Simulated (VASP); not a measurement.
# Fe in VASP: further runs, part 2 of 2

VASP 6.6.1. The steps go on from the part before.

**3. Single point, PBE, collinear spin, ferromagnetic start**

This run uses another cell than the first one, of 184.73 Å³/atom, 0.974 times its volume.

The input, INCAR:

```
SYSTEM = Fe
  PREC = Accurate
  ENCUT = 520
  EDIFF = 1E-6
  ISMEAR = 0
  SIGMA = 0.05
  LREAL = .False.
  LASPH = .True.
  NELM = 150
  ALGO = Normal
  ISIF = 2
  LWAVE = .False.
  LCHARG = .True.
  ISPIN = 2
  MAGMOM = 2.44
  LORBIT = 11
  LMAXMIX = 4
  GGA = PE
  LELF = .True.
  LVHAR = .True.
  NBANDS = 14
```

The input, KPOINTS:

```
regular mesh
0
Gamma
  1 1 29
  0 0 0
```

The input, POSCAR:

```
Fe
1.0
    9.0000000000      0.0000000000      0.0000000000
    0.0000000000      9.3000000000      0.0000000000
    0.0000000000      0.0000000000      2.2069979565
Fe
1
Direct
    0.5000000000      0.5000000000      0.0000000000
```

Potentials or basis: VASP PAW PBE potentials, release 64 (Fe).

Started as:

```
> cat potpaw_PBE.64/Fe/POTCAR > POTCAR
> mpirun -np 1 vasp_std > vasp.out
```

OUTCAR:

```text
SYSTEM = Fe
   PREC = Accurate
   ENCUT = 520
   EDIFF = 1E-6
   ISMEAR = 0
   LREAL = .False.
   LASPH = .True.
   NELM = 150
   ISIF = 2
   ISPIN = 2
   LORBIT = 11
   GGA = PE

 ion  position               nearest neighbor table
   1  0.500  0.500  0.000-

  LATTYP: Found a simple orthorhombic cell.
 ALAT       =     2.2069979565
 B/A-ratio  =     4.0779376227
 C/A-ratio  =     4.2138688768

  Lattice vectors:

 A1 = (   0.0000000000,   0.0000000000,   2.2069979565)
 A2 = (   9.0000000000,   0.0000000000,   0.0000000000)
 A3 = (   0.0000000000,   9.3000000000,   0.0000000000)

Analysis of symmetry for initial positions (statically):
=====================================================================
 Subroutine PRICEL returns:
 Original cell was already a primitive cell.

 Routine SETGRP: Setting up the symmetry group for a
 simple orthorhombic supercell.

 Subroutine GETGRP returns: Found  8 space group operations
 (whereof  8 operations were pure point group operations)
 out of a pool of  8 trial point group operations.

[... 445 lines left out ...]
     12       2.3656      0.00000
     13       2.4663      0.00000
     14       2.8174      0.00000
[... 224 lines left out ...]
      1      -4.7431      1.00000
      2      -4.7429      1.00000
      3      -2.6791      0.00000
      4      -2.2799      0.00000
      5      -1.4120      0.00000
      6       0.7376      0.00000
      7       5.2323      0.00000
      8       6.1292      0.00000
      9       6.1515      0.00000
     10       7.3737      0.00000
     11       7.6681      0.00000
     12       7.7121      0.00000
     13       8.1663      0.00000
     14       8.5330      0.00000

------------------------ aborting loop because EDIFF is reached ----------------------------------------

  FORCE on cell =-STRESS in cart. coord.  units (eV):
  Direction    XX          YY          ZZ          XY          YZ          ZX
  --------------------------------------------------------------------------------------
  -------------------------------------------------------------------------------------
  Total       -0.0281657     -0.0208355      1.1737601      0.0000000      0.0000000     -0.0000000
  in kB       -0.2442886     -0.1807117     10.1803463      0.0000000      0.0000000     -0.0000000
  external PRESSURE =       3.2517820 kB  Pullay stress =       0.0000000 kB

 VOLUME and BASIS-vectors are now :
 -----------------------------------------------------------------------------
  energy-cutoff  :      520.00
  volume of cell :      184.73
      direct lattice vectors                 reciprocal lattice vectors
     9.000000000  0.000000000  0.000000000     0.111111111  0.000000000  0.000000000
     0.000000000  9.300000000  0.000000000     0.000000000  0.107526882  0.000000000
     0.000000000  0.000000000  2.206997956     0.000000000  0.000000000  0.453104180

 POSITION                                       TOTAL-FORCE (eV/Angst)
 -----------------------------------------------------------------------------------
      4.50000      4.65000      0.00000         0.000000      0.000000      0.000000
 -----------------------------------------------------------------------------------
    total drift:                                0.000000      0.000000      0.000000

  FREE ENERGIE OF THE ION-ELECTRON SYSTEM (eV)
  ---------------------------------------------------
  free  energy   TOTEN  =        -5.0209509997 eV

  energy  without entropy=       -5.0196635439  energy(sigma->0) =       -5.02030727

 total charge

# of ion       s       p       d       tot
------------------------------------------
    1        0.543   0.164   6.196   6.903

 magnetization (x)

# of ion       s       p       d       tot
------------------------------------------
    1        0.069   0.027   3.009   3.105
```

OSZICAR:

```text
N       E                     dE             d eps       ncg     rms          rms(c)
DAV:   1     0.345456601829E+02    0.34546E+02   -0.22484E+03   840   0.361E+02
DAV:   2    -0.379058821725E+01   -0.38336E+02   -0.28426E+02   936   0.828E+01
[... 14 lines left out ...]
DAV:  17    -0.502088649667E+01   -0.75245E-04   -0.60298E-05   852   0.335E-02    0.457E-03
DAV:  18    -0.502093361379E+01   -0.47117E-04   -0.35585E-05   840   0.284E-02    0.369E-03
DAV:  19    -0.502094339540E+01   -0.97816E-05   -0.20803E-05   840   0.152E-02    0.195E-03
DAV:  20    -0.502094494212E+01   -0.15467E-05   -0.74869E-06   840   0.126E-02    0.487E-04
DAV:  21    -0.502095058009E+01   -0.56380E-05   -0.35402E-06   846   0.797E-03    0.414E-04
DAV:  22    -0.502095099974E+01   -0.41966E-06   -0.47262E-07   852   0.349E-03
   1 F= -.50209510E+01 E0= -.50203073E+01  d E =-.128746E-02  mag=     3.3103
```

It took 56 s on 1 thread of AMD EPYC 9R45 (Zen 5), shared host; peak memory 0.31 GiB.

Results:

```
Free energy                                           : -5.0210 eV
Net moment                                            : 3.31 μB per cell
Site moments                                          : Fe +3.10 μB
Valence electrons inside the program's atomic spheres : Fe 6.90
```

Levels at points of the mesh, in eV from the Fermi level:
Spin up:
```
           k point  band 3  band 4  band 5  band 6  band 7  band 8  band 9  band 10
(0.00, 0.00, 0.00)   -3.00   -2.57   -0.79   -0.79    1.30    1.31    3.59     4.50
```
Spin down:
| k point | band 1 | band 2 | band 3 | band 4 | band 5 |
| --- | --- | --- | --- | --- | --- |
| (0.00, 0.00, 0.00) | -3.36 | -0.71 | -0.16 | 0.21 | 1.82 |

**4. Single point, PBE, collinear spin, ferromagnetic start**

The input, INCAR:

```
SYSTEM = Fe
PREC = Accurate ; ENCUT = 520
EDIFF = 1E-6 ; ISMEAR = 0
SIGMA = 0.05 ; LREAL = .FALSE.
LASPH = .TRUE. ; NELM = 150
ALGO = Normal ; ISIF = 2
LWAVE = .FALSE. ; LCHARG = .FALSE.
ISPIN = 2 ; MAGMOM = 2.44
LORBIT = 11 ; LMAXMIX = 4
GGA = PE ; NBANDS = 14
```

The input, KPOINTS:

```
Automatic mesh
0
G
  1 1 29
  0 0 0
```

POSCAR: that of step 3 with these lines changed.

```diff
@@ -4,3 +4,3 @@
     0.0000000000      9.3000000000      0.0000000000
-    0.0000000000      0.0000000000      2.2069979565
+    0.0000000000      0.0000000000      2.2648388017
 Fe
```

Started as:

```
> cat potpaw_PBE.64/Fe/POTCAR > POTCAR
> mpirun -np 1 vasp_std > vasp.out
```

It took 67 s on 1 thread of AMD EPYC 9R45 (Zen 5), shared host; peak memory 0.33 GiB.

The run converged. Its results:

| Item | Value |
| --- | --- |
| Free energy | -5.0359 eV |
| Net moment | 3.31 μB per cell |
| Site moments | Fe +3.11 μB |
| Valence electrons inside the program's atomic spheres | Fe 6.85 |

Levels at points of the mesh, in eV from the Fermi level:
Spin up:
```csv
k point,band 3,band 4,band 5,band 6,band 7,band 8,band 9,band 10
"(0.00, 0.00, 0.00)",-2.98,-2.54,-0.97,-0.97,1.29,1.31,3.51,4.42
```
Spin down:
```tsv
k point	band 1	band 2	band 3	band 4	band 5
(0.00, 0.00, 0.00)	-3.29	-0.62	-0.15	0.24	1.79
```
